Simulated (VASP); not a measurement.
Ga4AsP3:

```
Ga P As
1.0
     7.74465    0.00000    0.00000
     0.00000    6.70707    0.00000
     0.00000    0.00000    6.37948
Ga P As
8 6 2
Direct
  0.99649 0.33300 0.00085
  0.49800 0.34964 0.01702
  0.25495 0.83540 0.00869
  0.74631 0.83559 0.00783
  0.24712 0.15663 0.51973
  0.98515 0.66411 0.50559
  0.74499 0.17474 0.50327
  0.49191 0.65941 0.48062
  0.99384 0.33685 0.39696
  0.51682 0.33598 0.38210
  0.75069 0.84244 0.37363
  0.25389 0.19450 0.89053
  0.00965 0.68370 0.89801
  0.73815 0.16400 0.87619
  0.25636 0.83655 0.35867
  0.48566 0.65742 0.84982
```

Base run:

```yaml
Program: VASP 6.6.1
Functional: PBEsol
Potentials_or_basis: VASP PAW PBE potentials, release 64 (Ga_d, P, As)
Cutoff: 520 eV
k_mesh: 3 × 3 × 3
Occupations: fermi-dirac, width 0.05 eV
Spin: no spin polarisation
```

Its results: band gap on the k mesh 0.90 eV, direct; pressure 1.0 GPa; largest force 2.469 eV/Å.

Problem. The run is repeated on the same cell with these changes: k mesh from 3 × 3 × 3 to 1 × 1 × 2. What comes out?

Solution. Band gap on the k mesh 0.81 eV, direct; pressure 1.8 GPa; largest force 2.279 eV/Å.

Caveats: some runs use coarse meshes; the PAW data sets were made with another functional, which shifts forces and pressure a little.

A k mesh can miss the band edges.
